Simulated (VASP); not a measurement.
# Ni in VASP: notebook

Ni is run at these levels: LDA; tasks: single point.

Program: VASP 6.6.1. These are calculated values, not measurements. Logs are shortened: lines on timing, memory, paths and dates and some standing lists are left out, and cuts for length are marked.

### 1 The cell of the first run

The cell holds a slab with vacuum, 5 atoms: a = 2.422 Å, b = 2.422 Å, c = 14.859 Å, α = 90.00°, β = 90.00°, γ = 120.00°.

### 2 Single point, LDA, collinear spin, ferromagnetic start

INCAR

```
SYSTEM = Ni
  ALGO = Normal
  DIPOL = 0.5 0.5 0.500
  EDIFF = 1E-7
  ENCUT = 520
  IDIPOL = 3
  ISIF = 2
  ISMEAR = -1
  ISPIN = 2
  LASPH = .True.
  LCHARG = .True.
  LDIPOL = .True.
  LELF = .True.
  LMAXMIX = 4
  LORBIT = 11
  LREAL = .False.
  LVACPOTAV = .True.
  LVHAR = .True.
  LWAVE = .False.
  MAGMOM = 1 1 1 1 1
  NBANDS = 37
  NELM = 150
  PREC = Accurate
  SIGMA = 0.1
```

KPOINTS

```
k-points
0
Gamma
  15 15 1
  0 0 0
```

POSCAR

```
Ni
1.0
    2.4218354203      0.0000000000      0.0000000000
   -1.2109177101      2.0973709978      0.0000000000
    0.0000000000      0.0000000000     14.8588000000
Ni
5
Direct
    0.3333333333      0.1666666667      0.2355523128
    0.6666666667      0.8333333333      0.3669296953
    1.0000000000      0.5000000000      0.4999999494
    0.3333333333      0.1666666667      0.6330702562
    0.6666666667      0.8333333333      0.7644476872
```

Potentials or basis: VASP PAW LDA potentials, release 64 (Ni).

On the command line:

```console
$ cat potpaw_LDA.64/Ni/POTCAR > POTCAR
$ mpirun -np 1 vasp_std > vasp.out
```

OUTCAR:

```text
SYSTEM = Ni
   EDIFF = 1E-7
   ENCUT = 520
   ISIF = 2
   ISMEAR = -1
   ISPIN = 2
   LASPH = .True.
   LORBIT = 11
   LREAL = .False.
   NELM = 150
   PREC = Accurate

 ion  position               nearest neighbor table
   1  0.333  0.167  0.236-   2 2.40   2 2.40   2 2.40
   2  0.667  0.833  0.367-   1 2.40   1 2.40   1 2.40   3 2.42   3 2.42   3 2.42
   3  0.000  0.500  0.500-   2 2.42   2 2.42   2 2.42   4 2.42   4 2.42   4 2.42
   4  0.333  0.167  0.633-   5 2.40   5 2.40   5 2.40   3 2.42   3 2.42   3 2.42
   5  0.667  0.833  0.764-   4 2.40   4 2.40   4 2.40

  LATTYP: Found a hexagonal cell.
 ALAT       =     2.4218354203
 C/A-ratio  =     6.1353467190

  Lattice vectors:

 A1 = (   2.4218354203,   0.0000000000,   0.0000000000)
 A2 = (  -1.2109177101,   2.0973709978,   0.0000000000)
 A3 = (   0.0000000000,   0.0000000000,  14.8588000000)

Analysis of symmetry for initial positions (statically):
=====================================================================
 Subroutine PRICEL returns:
 Original cell was already a primitive cell.

 Routine SETGRP: Setting up the symmetry group for a
 hexagonal supercell.

 Subroutine GETGRP returns: Found 12 space group operations
 (whereof  4 operations were pure point group operations)
 out of a pool of 24 trial point group operations.

The static configuration has the point symmetry C_2h.
 The point group associated with its full space group is D_3d.

Analysis of symmetry for dynamics (positions and initial velocities):
=====================================================================
 Subroutine PRICEL returns:
 Original cell was already a primitive cell.

 Routine SETGRP: Setting up the symmetry group for a
 hexagonal supercell.

 Subroutine GETGRP returns: Found 12 space group operations
 (whereof  4 operations were pure point group operations)
 out of a pool of 24 trial point group operations.

The dynamic configuration has the point symmetry C_2h.
 The point group associated with its full space group is D_3d.

Analysis of structural, dynamic, and magnetic symmetry:
=====================================================================
 Subroutine PRICEL returns:
 Original cell was already a primitive cell.

 Routine SETGRP: Setting up the symmetry group for a
 hexagonal supercell.

 Subroutine GETGRP returns: Found 12 space group operations
 (whereof  4 operations were pure point group operations)
 out of a pool of 24 trial point group operations.

The overall configuration has the point symmetry C_2h.
 The point group associated with its full space group is D_3d.

 Subroutine INISYM returns: Found 12 space group operations
 (whereof  4 operations are pure point group operations),
 and found     1 'primitive' translations

----------------------------------------------------------------------------------------

                                     Primitive cell

  volume of cell :      75.4751

  direct lattice vectors                    reciprocal lattice vectors
     2.421835420  0.000000000  0.000000000     0.412909974  0.238393685  0.000000000
    -1.210917710  2.097370998  0.000000000     0.000000000  0.476787369  0.000000000
     0.000000000  0.000000000 14.858800000     0.000000000  0.000000000  0.067300186

  length of vectors
     2.421835420  2.421835420 14.858800000     0.476787369  0.476787369  0.067300186

  position of ions in fractional coordinates (direct lattice)
     0.333333333  0.166666667  0.235552313
     0.666666667  0.833333333  0.366929695
     0.000000000  0.500000000  0.499999949
     0.333333333  0.166666667  0.633070256
     0.666666667  0.833333333  0.764447687

  ion indices of the primitive-cell ions
   primitive index   ion index
                 1           1
                 2           2
                 3           3
                 4           4
                 5           5

----------------------------------------------------------------------------------------

 KPOINTS: k-points

Automatic generation of k-mesh.
 Grid dimensions read from file:
 generate k-points for:   15   15    1

 Generating k-lattice:

  Cartesian coordinates                     Fractional coordinates (reciprocal lattice)
     0.027527332  0.015892912  0.000000000     0.066666667  0.000000000  0.000000000
     0.000000000  0.031785825  0.000000000     0.000000000  0.066666667  0.000000000
     0.000000000  0.000000000  0.067300186     0.000000000  0.000000000  1.000000000

  Length of vectors
     0.031785825  0.031785825  0.067300186

  Shift w.r.t. Gamma in fractional coordinates (k-lattice)
     0.000000000  0.000000000  0.000000000

 Subroutine IBZKPT returns following result:
 ===========================================

 Found     27 irreducible k-points:

 Following reciprocal coordinates:
            Coordinates               Weight
  0.000000  0.000000  0.000000      1.000000
  0.066667  0.000000  0.000000      6.000000
  0.133333  0.000000  0.000000      6.000000
  0.200000  0.000000  0.000000      6.000000
  0.266667  0.000000  0.000000      6.000000
  0.333333  0.000000  0.000000      6.000000
[... 16 lines left out ...]
  0.333333  0.200000  0.000000     12.000000
  0.400000  0.200000  0.000000      6.000000
 [... further k-points ...]
   k-points           NKPTS =     27   k-points in BZ     NKDIM =     27   number of bands    NBANDS=     37
   number of dos      NEDOS =    301   number of ions     NIONS =      5
   total plane-waves  NPLWV =  36288
   dimension x,y,z NGX =    18 NGY =   18 NGZ =  112
   dimension x,y,z NGXF=    36 NGYF=   36 NGZF=  224
   ions per type =               5
   NGX,Y,Z   is equivalent  to a cutoff of  12.36, 12.36, 12.53 a.u.
   NGXF,Y,Z  is equivalent  to a cutoff of  24.71, 24.71, 25.06 a.u.
 SYSTEM =  Ni
   PREC   = accura    normal or accurate (medium, high low for compatibility)
   ISTART =      0    job   : 0-new  1-cont  2-samecut
   ICHARG =      2    charge: 1-file 2-atom 10-const
   ISPIN  =      2    spin polarized calculation?
   LNONCOLLINEAR =      F non collinear calculations
   LSORBIT =      F    spin-orbit coupling
   LASPH  =      T    aspherical Exc in radial PAW
   ENCUT  =  520.0 eV  38.22 Ry    6.18 a.u.   4.50  4.50 27.63*2*pi/ulx,y,z
   NELM   =    150;   NELMIN=  2; NELMDL= -5     # of ELM steps
   EDIFF  = 0.1E-06   stopping-criterion for ELM
   LREAL  =      F    real-space projection
   EDIFFG = 0.1E-05   stopping-criterion for IOM
   NSW    =      0    number of steps for IOM
   IBRION =     -1    ionic relax: 0-MD 1-quasi-New 2-CG
   NFREE  =      0    steps in history (QN), initial steepest desc. (CG)
   ISIF   =      2    stress and relaxation
   ISYM   =      2    0-nonsym 1-usesym 2-fastsym
   POTIM  = 0.5000    time-step for ionic-motion
   TEBEG  =    0.0;   TEEND  =   0.0 temperature during run
   PSTRESS=    0.0 pullay stress
   NELECT =      50.0000    total number of electrons
   NUPDOWN=      -1.0000    fix difference up-down
   EMIN   =  10.00;   EMAX   =-10.00  energy-range for DOS
   EFERMI =   0.00;   METHOD = LEGACY
   ISMEAR =    -1;   SIGMA  =   0.10  broadening in eV -4-tet -1-fermi 0-gaus
   EFERMI_NEDOS =   21; number of points for ismear=-14 and -15
   IALGO  =     38    algorithm
   IMIX   =      4    mixing-type and parameters
     AMIX     =   0.40;   BMIX     =  1.00
     AMIX_MAG =   1.60;   BMIX_MAG =  1.00
  volume/ion in A,a.u.               =      15.10       101.87
  Fermi-wavevector in a.u.,A,eV,Ry     =   1.427130  2.696885 27.710998  2.036701
  Thomas-Fermi vector in A             =   2.547333
   LORBIT       =     11    0 simple, 1 ext, 2 COOP (PROOUT), +10 PAW based schemes
   GGA     = CA    functional components
   LHFCALC =     F    Hartree Fock is set to
   AEXX    =    0.0000 exact exchange contribution
   IVDW    =     0    specifies the selected vdW correction
   LEPSILON=     F    determine dielectric tensor
   LRPA    =     F    only Hartree local field effects (RPA)
 spin polarized calculation
  energy-cutoff  :      520.00
  volume of cell :       75.48
 maximum number of plane-waves:      2065
 NGX is ok and might be reduce to    18
   NGX =  9   NGY =  9   NGZ = 55

 number of electron      49.9999945 magnetization       2.9867932

 dipolmoment           0.000000      0.000000      0.000005 electrons x Angstroem

 Free energy of the ion-electron system (eV)
  ---------------------------------------------------
  ext. energy  EPLUGINS =         0.00000000
  ---------------------------------------------------
  free energy    TOTEN  =       -31.45404739 eV

  energy without entropy =      -31.16675809  energy(sigma->0) =      -31.31040274

 E-fermi :   5.0356     XC(G=0): -10.5472

 val. band max:        5.0257711302   @ k =   0.2667   0.1333   0.0000
 cond. band min:       5.0404641927   @ k =   0.0000   0.0000   0.0000
 fundamental gap:      0.0146930625
 Fermi energy:         5.0355810319

 spin component 1

 k-point     1 :       0.0000    0.0000    0.0000
  band No.  band energies     occupation
      1      -4.1894      1.00000
      2      -3.2026      1.00000
      3      -1.7759      1.00000
      4      -0.5526      1.00000
      5      -0.2065      1.00000
      6       2.2753      1.00000
[... 29 lines left out ...]
     36      19.0438      0.00000
     37      25.1990      0.00000

 k-point     2 :       0.0667    0.0000    0.0000
  band No.  band energies     occupation
      1      -4.0274      1.00000
      2      -3.0469      1.00000
      3      -1.6296      1.00000
      4      -0.4180      1.00000
      5      -0.0905      1.00000
      6       2.1824      1.00000
[... 29 lines left out ...]
     36      19.1685      0.00000
     37      25.3373      0.00000
[... 838 lines left out ...]
     36      15.9769      0.00000
     37      16.1503      0.00000

 k-point    24 :       0.4000    0.2000    0.0000
  band No.  band energies     occupation
      1       0.5658      1.00000
      2       0.6017      1.00000
      3       0.8981      1.00000
      4       0.9563      1.00000
      5       1.0757      1.00000
      6       1.3363      1.00000
[... 29 lines left out ...]
     36      16.1883      0.00000
     37      16.1890      0.00000

 [... further k-points ...]

 spin component 2

 k-point     1 :       0.0000    0.0000    0.0000
  band No.  band energies     occupation
      1      -4.1411      1.00000
      2      -3.1486      1.00000
      3      -1.6983      1.00000
      4      -0.3596      1.00000
      5       0.1258      1.00000
      6       2.8090      1.00000
[... 29 lines left out ...]
     36      19.1490      0.00000
     37      25.2797      0.00000

 k-point     2 :       0.0667    0.0000    0.0000
  band No.  band energies     occupation
      1      -3.9788      1.00000
      2      -2.9924      1.00000
      3      -1.5510      1.00000
      4      -0.2218      1.00000
      5       0.2471      1.00000
      6       2.7204      1.00000
[... 29 lines left out ...]
     36      19.2730      0.00000
     37      25.4188      0.00000
[... 838 lines left out ...]
     36      16.1319      0.00000
     37      16.3390      0.00000

 k-point    24 :       0.4000    0.2000    0.0000
  band No.  band energies     occupation
      1       0.9386      1.00000
      2       1.0102      1.00000
      3       1.2597      1.00000
      4       1.4399      1.00000
      5       1.5159      1.00000
      6       1.7211      1.00000
[... 29 lines left out ...]
     36      16.3466      0.00000
     37      16.3571      0.00000

 [... further k-points ...]
[... 5 lines left out ...]
  --------------------------------------------------------------------------------------
  -------------------------------------------------------------------------------------
  Total       -1.8599950     -1.8599950     -0.0422958     -0.0000000      0.0000000      0.0000000
  in kB      -39.4837822    -39.4837822     -0.8978510     -0.0000000      0.0000000      0.0000000
  external PRESSURE =     -26.6218051 kB  Pullay stress =       0.0000000 kB

 VOLUME and BASIS-vectors are now :
 -----------------------------------------------------------------------------
  energy-cutoff  :      520.00
  volume of cell :       75.48
      direct lattice vectors                 reciprocal lattice vectors
     2.421835420  0.000000000  0.000000000     0.412909974  0.238393685  0.000000000
    -1.210917710  2.097370998  0.000000000     0.000000000  0.476787369  0.000000000
     0.000000000  0.000000000 14.858800000     0.000000000  0.000000000  0.067300186

 POSITION                                       TOTAL-FORCE (eV/Angst)
 -----------------------------------------------------------------------------------
      0.60546      0.34956      3.50002        -0.000000     -0.000000     -0.003912
      0.60546      1.74781      5.45213         0.000000      0.000000      0.008835
     -0.60546      1.04869      7.42940         0.000000      0.000000      0.000000
      0.60546      0.34956      9.40666         0.000000      0.000000     -0.008835
      0.60546      1.74781     11.35878         0.000000     -0.000000      0.003912
 -----------------------------------------------------------------------------------
    total drift:                               -0.000000     -0.000000      0.000893

  FREE ENERGIE OF THE ION-ELECTRON SYSTEM (eV)
  ---------------------------------------------------
  free  energy   TOTEN  =       -31.4540473856 eV

  energy  without entropy=      -31.1667580929  energy(sigma->0) =      -31.31040274

 total charge

# of ion       s       p       d       tot
------------------------------------------
    1        0.524   0.442   8.346   9.312
    2        0.533   0.574   8.371   9.478
    3        0.536   0.570   8.369   9.474
    4        0.533   0.574   8.371   9.478
    5        0.524   0.442   8.346   9.312
--------------------------------------------------
tot          2.650   2.601  41.803  47.055

 magnetization (x)

# of ion       s       p       d       tot
------------------------------------------
    1       -0.003  -0.016   0.624   0.604
    2       -0.005  -0.018   0.632   0.608
    3       -0.004  -0.019   0.593   0.570
    4       -0.005  -0.018   0.632   0.608
    5       -0.003  -0.016   0.624   0.604
--------------------------------------------------
tot         -0.022  -0.088   3.103   2.994
```

It took 2.5 min on 1 thread of AMD EPYC 9R45 (Zen 5), shared host; peak memory 0.2 GiB.

What came out:

```
Free energy                                           : -31.4540 eV
Largest force                                         : 0.009 eV/Å
Net moment                                            : 2.99 μB per cell
Site moments                                          : Ni +0.60, +0.61, +0.57 (each value once) μB
Valence electrons inside the program's atomic spheres : Ni 9.31, 9.48, 9.47 (each value once)
```

Forces in eV/Å, atoms in the order of the input:
```
Ni   0.000  0.000 -0.004
Ni   0.000  0.000  0.009
Ni   0.000  0.000  0.000
Ni   0.000  0.000 -0.009
Ni   0.000  0.000  0.004
```

### 3 Single point, LDA, collinear spin, ferromagnetic start

INCAR

```
PREC = Accurate
ENCUT = 520
EDIFF = 1E-7
ISMEAR = -1
SIGMA = 0.1
LREAL = F
LASPH = T
NELM = 150
ALGO = Normal
ISIF = 2
LWAVE = F
LCHARG = F
ISPIN = 2
MAGMOM = 1 1 1 1 1
LORBIT = 11
LMAXMIX = 4
LDIPOL = T
IDIPOL = 3
DIPOL = 0.5 0.5 0.500
NBANDS = 37
```

KPOINTS

```
regular mesh
0
Gamma
  15 15 1
```

POSCAR is that of step 2.

Potentials or basis: VASP PAW LDA potentials, release 64 (Ni).

On the command line:

```console
$ cat potpaw_LDA.64/Ni/POTCAR > POTCAR
$ mpirun -np 1 vasp_std > vasp.out
```

Run time: 2.4 min. Hardware: 1 thread of AMD EPYC 9R45 (Zen 5), shared host; peak memory 0.2 GiB.

Results (log left out):

```
Free energy                                           : -31.4540 eV
Largest force                                         : 0.009 eV/Å
Net moment                                            : 2.99 μB per cell
Site moments                                          : Ni +0.60, +0.61, +0.57 (each value once) μB
Valence electrons inside the program's atomic spheres : Ni 9.31, 9.48, 9.47 (each value once)
```

Forces in eV/Å, atoms in the order of the input:
```
Ni   0.000  0.000 -0.004
Ni   0.000  0.000  0.009
Ni   0.000  0.000  0.000
Ni   0.000  0.000 -0.009
Ni   0.000  0.000  0.004
```

Levels at points of the mesh, in eV from the Fermi level:
Spin up:
```csv
k point,band 25,band 26,band 27,band 28,band 29,band 30
"(0.00, 0.00, 0.00)",-0.96,-0.62,-0.62,-0.52,-0.48,-0.48
```
Spin down:
```
           k point  band 20  band 21  band 22  band 23  band 24  band 25
(0.00, 0.00, 0.00)    -0.72    -0.72    -0.63    -0.63    -0.40    -0.37
```
